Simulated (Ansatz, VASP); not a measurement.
Ir: VASP beside Ansatz

```
Ir
1.0
     0.00000    1.93606    1.93606
     1.93606    0.00000    1.93606
     1.93606    1.93606    0.00000
Ir
1
Direct
  0.00000 0.00000 0.00000
```

Alike in both runs: task single point; functional PBE; k mesh 14 × 14 × 14; occupations gaussian, width 0.01 eV; no spin polarisation.

|  | VASP | Ansatz |
| --- | --- | --- |
| version | VASP 6.6.1 | Ansatz 0.2.0 |
| potentials or method | VASP PAW PBE potentials, release 64 (Ir), cutoff 520 eV | plane waves (420 eV) with PAW, scalar-relativistic |
| valence electrons in the cell | 9 | 17 |

Ansatz gave:

```
pressure (GPa) : -0.2
```

Task: What did VASP give for the same quantities?

Result: Pressure (GPa): 0.3.

VASP's potentials hold 9 valence electrons a cell and Ansatz's 17, so a difference there can come from the potentials and not from the codes.

Spin-orbit coupling is off throughout.
